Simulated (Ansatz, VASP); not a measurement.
**One calculation of Cu, two programs**

```xyz
7
Lattice="2.5197 0.0000 0.0000 -1.2598 2.1821 0.0000 0.0000 0.0000 27.3439" Properties=species:S:1:pos:R:3 pbc="T T T"
Cu    1.2598    0.7274    7.5144
Cu    0.0000    1.4547    9.5534
Cu    0.0000    0.0000   11.6100
Cu    1.2598    0.7274   13.6719
Cu    0.0000    1.4547   15.7339
Cu    0.0000    0.0000   17.7905
Cu    1.2598    0.7274   19.8295
```

Alike in both runs: functional PBEsol; k mesh 15 × 15 × 1; occupations gaussian, width 0.1 eV; no spin polarisation.

Ansatz relaxed the structure, and its values are those at the end. VASP's run is a single point on that final structure, the one shown.

```csv
,VASP,Ansatz
version,VASP 6.6.1,Ansatz 0.2.0
potentials or method,"VASP PAW PBE potentials, release 64 (Cu), cutoff 520 eV","scalar-relativistic, plane waves, PAW"
valence electrons in the cell,77,133
```

```csv
,VASP,Ansatz,Ansatz less VASP
gap on the k mesh at the Fermi level (eV),none,none,-
rms of the force components (eV/Å),0.008,0.000,-0.0079
"work function, face that differs most (eV)",4.92,4.94,+0.024
```

VASP's potentials were made for PBE, not for PBEsol. A gap of «none» marks a metal or a gap that the smearing closes. The functional is the same, so the differences come from potentials, cutoffs and numerics. VASP's potentials hold 77 valence electrons a cell and Ansatz's 133, so a difference there can come from the potentials and not from the codes. Ansatz's warnings: xc potential rough in thin density.
